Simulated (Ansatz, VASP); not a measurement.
# Two plane-wave programs on Ge

File INCAR:

```
SYSTEM = Ge
ALGO     = Fast           ! electronic algorithm
EDIFF    = 1E-6           ! SCF threshold, eV
EDIFFG   = -0.01          ! ionic threshold
ENCUT    = 600            ! plane-wave cutoff, eV
GGA      = PE             ! functional
IBRION   = 2              ! ionic algorithm
ISIF     = 3              ! what is computed and relaxed
ISMEAR   = 0              ! smearing method
LASPH    = .True.         ! aspherical terms in the spheres
LCHARG   = .False.        ! write CHGCAR
LREAL    = .False.        ! projectors in reciprocal space
LWAVE    = .False.        ! write WAVECAR
NELM     = 100            ! most SCF steps
NSW      = 100            ! ionic steps
PREC     = Accurate       ! precision mode
SIGMA    = 0.1            ! smearing width, eV
```

The input KPOINTS:

```
k-points
0
Gamma
  8 8 8
  0 0 0
```

Contents of POSCAR:

```
Ge
1.0
   -3.9728606405      3.9728606405      3.9728606405
    3.9728606405     -3.9728606405      3.9728606405
    3.9728606405      3.9728606405     -3.9728606405
Ge
8
Direct
    0.3195201387      0.3195201387      0.3195201387
    0.0000000000      0.0000000000      0.6804798613
    0.0000000000      0.6804798613      0.0000000000
    0.6804798613      0.0000000000      0.0000000000
    0.6804798613      0.6804798613      0.6804798613
    0.0000000000      0.0000000000      0.3195201387
    0.0000000000      0.3195201387      0.0000000000
    0.3195201387      0.0000000000      0.0000000000
```

Input for Ansatz:

```yaml
crystal:
  lattice:
    - [-3.9728606405, 3.9728606405, 3.9728606405]
    - [3.9728606405, -3.9728606405, 3.9728606405]
    - [3.9728606405, 3.9728606405, -3.9728606405]
  atoms:
    - { symbol: Ge, position: [0.3195201387, 0.3195201387, 0.3195201387] }
    - { symbol: Ge, position: [0.0, 0.0, 0.6804798613] }
    - { symbol: Ge, position: [0.0, 0.6804798613, 0.0] }
    - { symbol: Ge, position: [0.6804798613, 0.0, 0.0] }
    - { symbol: Ge, position: [0.6804798613, 0.6804798613, 0.6804798613] }
    - { symbol: Ge, position: [0.0, 0.0, 0.3195201387] }
    - { symbol: Ge, position: [0.0, 0.3195201387, 0.0] }
    - { symbol: Ge, position: [0.3195201387, 0.0, 0.0] }
basis:
  ecutwfc: 420
kpoints:
  mp_grid: { grid: [8, 8, 8] }
hamiltonian:
  xc: pbe
scf:
  occupations: { method: gaussian, width: 0.1 }
output:
  forces: true
  stress: true
  eigenvalues: true
relax:
  adjacent_minimum: "off"
  f_tol: 0.01
  max_steps: 80
  cell: { stress_tol: 0.05 }
```

Alike in both runs: task relaxation of cell and atoms; functional PBE; k mesh 8 × 8 × 8; occupations gaussian, width 0.1 eV; no spin polarisation.

```csv
,VASP,Ansatz
version,VASP 6.6.1,Ansatz 0.2.0
potentials or method,"VASP PAW PBE potentials, release 64 (Ge_d), cutoff 600 eV","scalar-relativistic, plane waves, PAW"
valence electrons in the cell,112,112
```

```csv
,VASP,Ansatz,Ansatz less VASP
"gap on the k mesh at the Fermi level, each at its own relaxed structure (eV)",none,none,-
relaxed volume (Å³/atom),31.17,31.22,+0.048
relaxed cell length with the largest relative difference (Å),6.868,6.872,+0.0035
```

A gap of «none» marks a metal or a gap that the smearing closes.
